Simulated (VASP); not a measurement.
Input of a VASP 6.6.1 run:

INCAR

```
SYSTEM = Pt
  PREC = Accurate
  ENCUT = 520
  EDIFF = 1E-7
  ISMEAR = 0
  SIGMA = 0.1
  LREAL = .FALSE.
  LASPH = .TRUE.
  NELM = 80
  ALGO = Normal
  ISIF = 2
  LWAVE = .FALSE.
  LCHARG = .FALSE.
  GGA = PS
  NBANDS = 11
```

The input KPOINTS:

```
regular mesh
0
G
  18 18 18
  0 0 0
```

The input POSCAR:

```
Pt
1.0
    0.0000000000      1.9392503911      1.9392503911
    1.9392503911      0.0000000000      1.9392503911
    1.9392503911      1.9392503911      0.0000000000
Pt
1
Direct
    0.0000000000      0.0000000000      0.0000000000
```

Potentials or basis: VASP PAW PBE potentials, release 64 (Pt).

Command:

```sh
$ cat potpaw_PBE.64/Pt/POTCAR > POTCAR
$ mpirun -np 1 vasp_std > vasp.out
```

Task: Predict the band gap on the k mesh.

Result: Zero (band 5 reaches 12.28 eV, above the bottom of band 6 at 9.92 eV).

Task: Predict the pressure.

Result: 9.1 GPa.

Caveat: the PAW data sets were made with another functional, which shifts forces and pressure a little; spin-orbit coupling is left out, which moves the levels of the heavy elements.
